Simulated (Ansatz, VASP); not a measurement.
# Two plane-wave programs on FeCo3

```
Fe Co
1.0
     2.47397    0.00000    0.00000
     0.00000    2.47397    0.00000
     0.00000    0.00000    7.23965
Fe Co
1 3
Cartesian
  0.0000 0.0000 0.0000
  1.2370 1.2370 5.3500
  0.0000 0.0000 3.6198
  1.2370 1.2370 1.8896
```

Alike in both runs: functional r2SCAN; k mesh 18 × 18 × 6; occupations gaussian, width 0.1 eV; collinear spin.

Ansatz relaxed the structure, and its values are those at the end. VASP's run is a single point on that final structure, the one shown.

|  | VASP | Ansatz |
| --- | --- | --- |
| version | VASP 6.6.1 | Ansatz 0.2.0 |
| potentials or method | VASP PAW PBE potentials, release 64 (Fe, Co), cutoff 660 eV | scalar-relativistic, plane waves, PAW |
| valence electrons in the cell | 35 | 67 |

|  | VASP | Ansatz | Ansatz less VASP |
| --- | --- | --- | --- |
| gap on the k mesh at the Fermi level (eV) | none | none | - |
| pressure (GPa) | -0.2 | 0.0 | +0.19 |
| rms of the force components (eV/Å) | 0.007 | 0.000 | -0.0070 |
| net moment per atom (μB) | 2.04 | 2.05 | +0.009 |
| size of the moment on the site where the two differ most (μB) | 1.85 | 1.93 | +0.080 |

VASP's potentials were made for PBE, not for r2SCAN. Site moments also hang on the region over which each program counts them. A gap of «none» marks a metal or a gap that the smearing closes. VASP's potentials hold 35 valence electrons a cell and Ansatz's 67, so a difference there can come from the potentials and not from the codes.
